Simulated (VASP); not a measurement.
# Bi2Se3 (R-3m) in VASP: further runs

Runs on Bi2Se3. Level: PBE. Tasks: single point.

Everything below comes from runs of VASP 6.6.1. Logs are shortened: lines on timing, memory, paths and dates and some standing lists are left out, and cuts for length are marked.

**1. The cell of the first run**

The structure is trigonal, space group R-3m (No. 166). The conventional cell has a = 4.198 Å, b = 4.198 Å, c = 29.013 Å, α = 90.00°, β = 90.00°, γ = 120.00°. Bi (site symmetry 3m) has 6 Se at 2.89 to 3.12 Å within 3.8 Å. Se (site symmetry -3m) has 6 Bi at 3.12 Å and 12 Se at 4.20 to 4.28 Å within 4.3 Å. Se (site symmetry 3m) has 3 Bi at 2.89 Å and 3 Se at 3.56 Å within 3.8 Å.

**2. Single point, PBE (29.51 Å³/atom)**

INCAR

```
SYSTEM = Bi2Se3
ALGO = Normal
EDIFF = 1E-7
ENCUT = 520
GGA = PE
ISIF = 2
ISMEAR = -1
LASPH = .True.
LCHARG = .True.
LELF = .True.
LREAL = .False.
LVHAR = .True.
LWAVE = .False.
NBANDS = 32
NELM = 80
PREC = Accurate
SIGMA = 0.03
```

KPOINTS

```
k-points
0
Gamma
  6 6 6
  0 0 0
```

POSCAR

```
Bi2Se3
1.0
    2.0987589926      1.2117190693      9.6709408521
   -2.0987589926      1.2117190693      9.6709408521
    0.0000000000     -2.4234381387      9.6709408521
Bi Se
2 3
Direct
    0.4008000000      0.4008000000      0.4008000000
    0.5992000000      0.5992000000      0.5992000000
    0.0000000000      0.0000000000      0.0000000000
    0.2117000000      0.2117000000      0.2117000000
    0.7883000000      0.7883000000      0.7883000000
```

Potentials or basis: VASP PAW PBE potentials, release 64 (Bi_d, Se).

Command:

```
$ cat potpaw_PBE.64/Bi_d/POTCAR potpaw_PBE.64/Se/POTCAR > POTCAR
$ mpirun -np 1 vasp_std > vasp.out
```

OUTCAR:

```text
SYSTEM = Bi2Se3
   EDIFF = 1E-7
   ENCUT = 520
   GGA = PE
   ISIF = 2
   ISMEAR = -1
   LASPH = .True.
   LREAL = .False.
   NELM = 80
   PREC = Accurate

 ion  position               nearest neighbor table
   1  0.401  0.401  0.401-   5 2.89   5 2.89   5 2.89   3 3.12   3 3.12   3 3.12
   2  0.599  0.599  0.599-   4 2.89   4 2.89   4 2.89   3 3.12   3 3.12   3 3.12
   3  0.000  0.000  0.000-   2 3.12   1 3.12   2 3.12   2 3.12   1 3.12   1 3.12
   4  0.212  0.212  0.212-   2 2.89   2 2.89   2 2.89
   5  0.788  0.788  0.788-   1 2.89   1 2.89   1 2.89

  LATTYP: Found a trigonal (rhomboedric) cell.
 ALAT       =     9.9699623558
 COS(alpha) =     0.9113725817

  Lattice vectors:

 A1 = (   2.0987589926,   1.2117190693,   9.6709408521)
 A2 = (  -2.0987589926,   1.2117190693,   9.6709408521)
 A3 = (   0.0000000000,  -2.4234381387,   9.6709408521)

Analysis of symmetry for initial positions (statically):
=====================================================================
 Subroutine PRICEL returns:
 Original cell was already a primitive cell.

 Routine SETGRP: Setting up the symmetry group for a
 trigonal (rhombohedral) supercell.

 Subroutine GETGRP returns: Found 12 space group operations
 (whereof 12 operations were pure point group operations)
 out of a pool of 12 trial point group operations.

The static configuration has the point symmetry D_3d.

Analysis of symmetry for dynamics (positions and initial velocities):
=====================================================================
 Subroutine PRICEL returns:
 Original cell was already a primitive cell.

 Routine SETGRP: Setting up the symmetry group for a
 trigonal (rhombohedral) supercell.

 Subroutine GETGRP returns: Found 12 space group operations
 (whereof 12 operations were pure point group operations)
 out of a pool of 12 trial point group operations.

The dynamic configuration has the point symmetry D_3d.

 Subroutine INISYM returns: Found 12 space group operations
 (whereof 12 operations are pure point group operations),
 and found     1 'primitive' translations

----------------------------------------------------------------------------------------

                                     Primitive cell

  volume of cell :     147.5654

  direct lattice vectors                    reciprocal lattice vectors
     2.098758993  1.211719069  9.670940852     0.238236025  0.137545633  0.034467519
    -2.098758993  1.211719069  9.670940852    -0.238236025  0.137545633  0.034467519
     0.000000000 -2.423438139  9.670940852     0.000000000 -0.275091266  0.034467519

  length of vectors
     9.969962356  9.969962356  9.969962356     0.277242159  0.277242159  0.277242159

  position of ions in fractional coordinates (direct lattice)
     0.400800000  0.400800000  0.400800000
     0.599200000  0.599200000  0.599200000
     0.000000000  0.000000000  0.000000000
     0.211700000  0.211700000  0.211700000
     0.788300000  0.788300000  0.788300000

  ion indices of the primitive-cell ions
   primitive index   ion index
                 1           1
                 2           2
                 3           3
                 4           4
                 5           5

----------------------------------------------------------------------------------------

 KPOINTS: k-points

Automatic generation of k-mesh.
 Grid dimensions read from file:
 generate k-points for:    6    6    6

 Generating k-lattice:

  Cartesian coordinates                     Fractional coordinates (reciprocal lattice)
     0.039706004  0.022924272  0.005744586     0.166666667  0.000000000  0.000000000
    -0.039706004  0.022924272  0.005744586     0.000000000  0.166666667  0.000000000
     0.000000000 -0.045848544  0.005744586     0.000000000  0.000000000  0.166666667

  Length of vectors
     0.046207026  0.046207026  0.046207026

  Shift w.r.t. Gamma in fractional coordinates (k-lattice)
     0.000000000  0.000000000  0.000000000

 Subroutine IBZKPT returns following result:
 ===========================================

 Found     32 irreducible k-points:

 Following reciprocal coordinates:
            Coordinates               Weight
  0.000000  0.000000  0.000000      1.000000
  0.166667 -0.000000  0.000000      6.000000
  0.333333 -0.000000  0.000000      6.000000
  0.500000  0.000000 -0.000000      3.000000
  0.166667  0.166667  0.000000      6.000000
  0.333333  0.166667 -0.000000     12.000000
[... 16 lines left out ...]
  0.500000  0.500000  0.166667      6.000000
 -0.333333  0.500000  0.166667     12.000000
 [... further k-points ...]
   k-points           NKPTS =     32   k-points in BZ     NKDIM =     32   number of bands    NBANDS=     32
   number of dos      NEDOS =    301   number of ions     NIONS =      5
   total plane-waves  NPLWV = 512000
   dimension x,y,z NGX =    80 NGY =   80 NGZ =   80
   dimension x,y,z NGXF=   160 NGYF=  160 NGZF=  160
   ions per type =               2   3
   NGX,Y,Z   is equivalent  to a cutoff of  13.34, 13.34, 13.34 a.u.
   NGXF,Y,Z  is equivalent  to a cutoff of  26.68, 26.68, 26.68 a.u.
 SYSTEM =  Bi2Se3
   PREC   = accura    normal or accurate (medium, high low for compatibility)
   ISTART =      0    job   : 0-new  1-cont  2-samecut
   ICHARG =      2    charge: 1-file 2-atom 10-const
   ISPIN  =      1    spin polarized calculation?
   LNONCOLLINEAR =      F non collinear calculations
   LSORBIT =      F    spin-orbit coupling
   LASPH  =      T    aspherical Exc in radial PAW
   ENCUT  =  520.0 eV  38.22 Ry    6.18 a.u.  18.54 18.54 18.54*2*pi/ulx,y,z
   NELM   =     80;   NELMIN=  2; NELMDL= -5     # of ELM steps
   EDIFF  = 0.1E-06   stopping-criterion for ELM
   LREAL  =      F    real-space projection
   EDIFFG = 0.1E-05   stopping-criterion for IOM
   NSW    =      0    number of steps for IOM
   IBRION =     -1    ionic relax: 0-MD 1-quasi-New 2-CG
   NFREE  =      0    steps in history (QN), initial steepest desc. (CG)
   ISIF   =      2    stress and relaxation
   ISYM   =      2    0-nonsym 1-usesym 2-fastsym
   POTIM  = 0.5000    time-step for ionic-motion
   TEBEG  =    0.0;   TEEND  =   0.0 temperature during run
   PSTRESS=    0.0 pullay stress
   NELECT =      48.0000    total number of electrons
   NUPDOWN=      -1.0000    fix difference up-down
   EMIN   =  10.00;   EMAX   =-10.00  energy-range for DOS
   EFERMI =   0.00;   METHOD = LEGACY
   ISMEAR =    -1;   SIGMA  =   0.03  broadening in eV -4-tet -1-fermi 0-gaus
   EFERMI_NEDOS =   21; number of points for ismear=-14 and -15
   IALGO  =     38    algorithm
   IMIX   =      4    mixing-type and parameters
     AMIX     =   0.40;   BMIX     =  1.00
     AMIX_MAG =   1.60;   BMIX_MAG =  1.00
  volume/ion in A,a.u.               =      29.51       199.16
  Fermi-wavevector in a.u.,A,eV,Ry     =   1.125884  2.127613 17.246954  1.267615
  Thomas-Fermi vector in A             =   2.262563
   LORBIT       =      0    0 simple, 1 ext, 2 COOP (PROOUT), +10 PAW based schemes
   GGA     = PE    functional components
   LHFCALC =     F    Hartree Fock is set to
   AEXX    =    0.0000 exact exchange contribution
   IVDW    =     0    specifies the selected vdW correction
   LEPSILON=     F    determine dielectric tensor
   LRPA    =     F    only Hartree local field effects (RPA)
 non-spin polarized calculation
  energy-cutoff  :      520.00
  volume of cell :      147.57
 maximum number of plane-waves:      4000
 NGX is ok and might be reduce to    80
   NGX = 37   NGY = 37   NGZ = 37

 number of electron      48.0000001 magnetization

 Free energy of the ion-electron system (eV)
  ---------------------------------------------------
  ext. energy  EPLUGINS =         0.00000000
  ---------------------------------------------------
  free energy    TOTEN  =       -20.20279130 eV

  energy without entropy =      -20.20274451  energy(sigma->0) =      -20.20276790

 E-fermi :   4.6112     XC(G=0):  -9.3194

 val. band max:        4.4876648939   @ k =   0.0000   0.0000   0.0000
 cond. band min:       4.7346855712   @ k =   0.0000   0.0000   0.0000
 fundamental gap:      0.2470206773
 Fermi energy:         4.6111891753

 k-point     1 :       0.0000    0.0000    0.0000
  band No.  band energies     occupation
      1     -18.5801      2.00000
      2     -18.5801      2.00000
      3     -18.5789      2.00000
      4     -18.5789      2.00000
      5     -18.5753      2.00000
      6     -18.5731      2.00000
[... 24 lines left out ...]
     31      10.4131      0.00000
     32      11.4318      0.00000

 k-point     2 :       0.1667   -0.0000    0.0000
  band No.  band energies     occupation
      1     -18.5829      2.00000
      2     -18.5813      2.00000
      3     -18.5746      2.00000
      4     -18.5734      2.00000
      5     -18.5719      2.00000
      6     -18.5699      2.00000
[... 24 lines left out ...]
     31       9.7377      0.00000
     32      10.6012      0.00000

 k-point     3 :       0.3333   -0.0000    0.0000
  band No.  band energies     occupation
      1     -18.5906      2.00000
      2     -18.5876      2.00000
      3     -18.5745      2.00000
      4     -18.5705      2.00000
      5     -18.5683      2.00000
      6     -18.5656      2.00000
[... 24 lines left out ...]
     31       8.9313      0.00000
     32      10.9894      0.00000

 k-point     4 :       0.5000    0.0000   -0.0000
  band No.  band energies     occupation
      1     -18.5950      2.00000
      2     -18.5913      2.00000
      3     -18.5769      2.00000
      4     -18.5727      2.00000
      5     -18.5689      2.00000
      6     -18.5650      2.00000
[... 24 lines left out ...]
     31       8.7319      0.00000
     32      10.6156      0.00000

 k-point     5 :       0.1667    0.1667    0.0000
  band No.  band energies     occupation
      1     -18.5829      2.00000
      2     -18.5813      2.00000
      3     -18.5746      2.00000
      4     -18.5734      2.00000
      5     -18.5719      2.00000
      6     -18.5698      2.00000
[... 584 lines left out ...]
     31       9.5343      0.00000
     32      10.5707      0.00000

 k-point    22 :      -0.1667    0.3333    0.1667
  band No.  band energies     occupation
      1     -18.5891      2.00000
      2     -18.5862      2.00000
      3     -18.5737      2.00000
      4     -18.5720      2.00000
      5     -18.5701      2.00000
      6     -18.5675      2.00000
[... 24 lines left out ...]
     31       9.2213      0.00000
     32      11.4009      0.00000

 k-point    23 :       0.5000    0.5000    0.1667
  band No.  band energies     occupation
      1     -18.5905      2.00000
      2     -18.5876      2.00000
      3     -18.5745      2.00000
      4     -18.5706      2.00000
      5     -18.5683      2.00000
      6     -18.5656      2.00000
[... 24 lines left out ...]
     31       9.0038      0.00000
     32      10.8102      0.00000

 k-point    24 :      -0.3333    0.5000    0.1667
  band No.  band energies     occupation
      1     -18.5890      2.00000
      2     -18.5862      2.00000
      3     -18.5737      2.00000
      4     -18.5720      2.00000
      5     -18.5701      2.00000
      6     -18.5675      2.00000
[... 24 lines left out ...]
     31       9.3013      0.00000
     32      11.0350      0.00000

 [... further k-points ...]

------------------------ aborting loop because EDIFF is reached ----------------------------------------

  FORCE on cell =-STRESS in cart. coord.  units (eV):
  Direction    XX          YY          ZZ          XY          YZ          ZX
  --------------------------------------------------------------------------------------
  -------------------------------------------------------------------------------------
  Total        0.0622296      0.0622296      0.1468709      0.0000000     -0.0000000      0.0000000
  in kB        0.6756515      0.6756515      1.5946369      0.0000000     -0.0000000      0.0000000
  external PRESSURE =       0.9819800 kB  Pullay stress =       0.0000000 kB

 VOLUME and BASIS-vectors are now :
 -----------------------------------------------------------------------------
  energy-cutoff  :      520.00
  volume of cell :      147.57
      direct lattice vectors                 reciprocal lattice vectors
     2.098758993  1.211719069  9.670940852     0.238236025  0.137545633  0.034467519
    -2.098758993  1.211719069  9.670940852    -0.238236025  0.137545633  0.034467519
     0.000000000 -2.423438139  9.670940852     0.000000000 -0.275091266  0.034467519

 POSITION                                       TOTAL-FORCE (eV/Angst)
 -----------------------------------------------------------------------------------
      0.00000     -0.00000     11.62834         0.000000      0.000000     -0.073563
      0.00000     -0.00000     17.38448         0.000000     -0.000000      0.073563
      0.00000      0.00000      0.00000         0.000000      0.000000     -0.000000
      0.00000     -0.00000      6.14201         0.000000     -0.000000      0.105572
      0.00000     -0.00000     22.87081         0.000000      0.000000     -0.105572
 -----------------------------------------------------------------------------------
    total drift:                                0.000000      0.000000     -0.000000

  FREE ENERGIE OF THE ION-ELECTRON SYSTEM (eV)
  ---------------------------------------------------
  free  energy   TOTEN  =       -20.2027912962 eV

  energy  without entropy=      -20.2027445093  energy(sigma->0) =      -20.20276790
```

Run time: 9.7 min. Hardware: 1 thread of Intel Xeon 6975P-C (Granite Rapids), shared host; peak memory 0.93 GiB.

Results:

| Property | Result |
| --- | --- |
| Free energy | -20.2028 eV |
| Pressure | 0.1 GPa |
| Largest force | 0.106 eV/Å |
| Band gap on the k mesh | 0.25 eV |

Forces on the atoms (eV/Å):
```
Bi   0.000  0.000 -0.074
Bi   0.000  0.000  0.074
Se   0.000  0.000  0.000
Se   0.000  0.000  0.106
Se   0.000  0.000 -0.106
```

Caveat: spin-orbit coupling is left out, which moves the levels of the heavy elements.

**3. Single point, PBE (zz strain of -3 %)**

INCAR

```
SYSTEM = Bi2Se3
PREC = Accurate
ENCUT = 520
EDIFF = 1E-7
ISMEAR = -1
SIGMA = 0.03
LREAL = .False.
LASPH = .True.
NELM = 80
ALGO = Normal
ISIF = 2
LWAVE = .False.
LCHARG = .False.
GGA = PE
NBANDS = 32
```

KPOINTS

```
Automatic mesh
0
Gamma
  6 6 6
  0 0 0
```

Edit POSCAR of step 2 so:

```diff
@@ -2,5 +2,5 @@
 1.0
-    2.0987589926      1.2117190693      9.6709408521
-   -2.0987589926      1.2117190693      9.6709408521
-    0.0000000000     -2.4234381387      9.6709408521
+    2.0714992968      1.1959806766      9.2589701000
+   -2.0714992968      1.1959806766      9.2589701000
+    0.0000000000     -2.3919613533      9.2589701000
 Bi Se
```

Potentials or basis: VASP PAW PBE potentials, release 64 (Bi_d, Se).

Command:

```
$ cat potpaw_PBE.64/Bi_d/POTCAR potpaw_PBE.64/Se/POTCAR > POTCAR
$ mpirun -np 1 vasp_std > vasp.out
```

It took 8.9 min on 1 thread of Intel Xeon Platinum 8259CL at 2.50GHz (Skylake/Cascade Lake), shared host; peak memory 0.74 GiB.

The run converged. Its results:

* Free energy: -20.0491 eV
* Pressure: 4.7 GPa
* Largest force: 0.488 eV/Å
* Band gap on the k mesh: 0.10 eV

Forces on the atoms (eV/Å):
```
Bi   0.000  0.000 -0.249
Bi   0.000  0.000  0.249
Se   0.000  0.000  0.000
Se   0.000  0.000 -0.488
Se   0.000  0.000  0.488
```

Stress tensor (GPa, compression positive):
```
4.34 0.00 0.00
0.00 4.34 0.00
0.00 0.00 5.45
```

Levels at points of the mesh, in eV from the valence-band top:
```tsv
k point	band 20	band 21	band 22	band 23	band 24	band 25	band 26	band 27	band 28	band 29
(0.00, 0.00, 0.00)	-2.02	-2.02	-1.35	-1.35	0.00	0.10	1.29	1.29	2.07	2.79
(0.50, 0.00, 0.00)	-3.20	-3.06	-2.16	-1.29	-0.50	0.83	1.96	3.01	3.44	4.06
(0.50, 0.50, 0.00)	-2.70	-1.97	-1.87	-1.77	-0.86	1.43	2.07	2.71	3.11	3.67
(0.50, 0.50, 0.50)	-1.76	-1.63	-1.56	-1.56	-0.41	0.52	1.65	1.65	2.02	2.38
```

Caveat: the cell differs from its parent crystal (zz strain of -3 %); the cell stands under pressure; spin-orbit coupling is left out, which moves the levels of the heavy elements. A k mesh can miss the band edges.
